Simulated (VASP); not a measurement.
Write the native input for VASP 6.6.1 that does the following.

| Property | Result |
| --- | --- |
| Task | single point |
| Functional | PBEsol |
| Potentials or basis | VASP PAW PBE potentials, release 64 (Co) |
| Cutoff | 520 eV |
| k mesh | 21 × 21 × 15 |
| Occupations | fermi-dirac, width 0.1 eV |
| Spin | no spin polarisation |
| Dipole correction | no |
| Further INCAR settings | ALGO = Normal; EDIFF = 1e-06; NBANDS = 16 |

The structure of Co lies in POSCAR:

```
Co
1.0
   -2.6438362197      2.3017343997      1.1143692063
    2.3017343997     -2.6438362197      1.1143692063
    1.9308363087      1.9308363087     -1.7409293162
Co
2
Direct
    0.9889355944      0.0110644056      1.0000000000
    0.7610644056      0.2389355944      0.5000000000
```

One way to write it, as run:

INCAR

```
SYSTEM = Co
  PREC = Accurate
  ENCUT = 520
  EDIFF = 1E-6
  ISMEAR = -1
  SIGMA = 0.1
  LREAL = .False.
  LASPH = .True.
  NELM = 60
  ALGO = Normal
  ISIF = 2
  LWAVE = .False.
  LCHARG = .False.
  GGA = PS
  NBANDS = 16
```

KPOINTS

```
regular mesh
0
Gamma
  21 21 15
  0 0 0
```

Potentials or basis: VASP PAW PBE potentials, release 64 (Co).

Command:

```sh
$ cat potpaw_PBE.64/Co/POTCAR > POTCAR
$ mpirun -np 1 vasp_std > vasp.out
```

It gave:

```json
{
  "Pressure": "42.8 GPa",
  "Largest force": "0.411 eV/Å",
  "Band gap on the k mesh": "zero (bands 9 and 10 overlap by 1.65 eV)"
}
```

Caveat: the stress differs along the axes, from 39 to 45 GPa; the PAW data sets were made with another functional, which shifts forces and pressure a little; the run has no spin polarisation, though such a crystal can be magnetic.

It took 10 min on 1 thread of Oxide Virtual Turin-like Processor (shared host), peak memory 0.49 GiB.
